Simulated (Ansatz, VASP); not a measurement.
One calculation of Ti3Al, two programs

INCAR

```
  ALGO = Fast
  EDIFF = 1E-6
  ENCUT = 520
  ISIF = 2
  ISMEAR = 0
  LASPH = True
  LCHARG = False
  LREAL = False
  LWAVE = False
  NBANDS = 28
  NELM = 80
  PREC = Accurate
  SIGMA = 0.15
```

File KPOINTS:

```
k-points
0
Gamma
  18 18 6
```

The input POSCAR:

```
Ti3Al
1.0
    2.7723817465      0.0000000000      0.0000000000
   -1.3861908733      2.4009530215      0.0000000000
    0.0000000000      0.0000000000      8.7711624128
Ti Al
3 1
Direct
    0.6666666667      0.3333333333      0.0000000000
    0.3333333333      0.6666666667      0.7515223655
    0.3333333333      0.6666666667      0.2484776345
    0.6666666667      0.3333333333      0.5000000000
```

Input for Ansatz:

```yaml
crystal:
  lattice:
    - [2.7723817465, 0.0, 0.0]
    - [-1.3861908733, 2.4009530215, 0.0]
    - [0.0, 0.0, 8.7711624128]
  atoms:
    - { symbol: Ti, position: [0.6666666667, 0.3333333333, 0.0] }
    - { symbol: Ti, position: [0.3333333333, 0.6666666667, 0.7515223655] }
    - { symbol: Ti, position: [0.3333333333, 0.6666666667, 0.2484776345] }
    - { symbol: Al, position: [0.6666666667, 0.3333333333, 0.5] }
basis:
  ecutwfc: 520.0
kpoints:
  mp_grid: { grid: [18, 18, 6] }
hamiltonian:
  xc: lda
  pseudopotentials: { kind: paw, azcp: { folder: soft_1 } }
scf:
  occupations: { method: gaussian, width: 0.15 }
  lower_state_search: "off"
output:
  forces: true
  stress: true
  eigenvalues: true
```

Alike in both runs: task single point; functional LDA; k mesh 18 × 18 × 6; occupations gaussian, width 0.15 eV; no spin polarisation.

```csv
,VASP,Ansatz
version,VASP 6.6.1,Ansatz 0.2.0
potentials or method,"VASP PAW LDA potentials, release 64 (Ti_sv, Al), cutoff 520 eV","scalar-relativistic, plane waves, PAW"
valence electrons in the cell,39,39
```

```tsv
	VASP	Ansatz	Ansatz less VASP
gap on the k mesh at the Fermi level (eV)	none	none	-
pressure (GPa)	13.4	13.6	+0.12
traceless stress, the component that is largest in VASP (GPa)	1.30	1.21	-0.093
rms of the force components (eV/Å)	0.027	0.033	+0.0061
```

Ansatz warns that its potentials were made for another functional, while VASP's fit it. LDA's correlation is that of Perdew and Zunger in VASP and of Perdew and Wang (1992) in Ansatz. Atom by atom the forces differ by 0.006 eV/Å (rms over components). A gap of «none» marks a metal or a gap that the smearing closes.
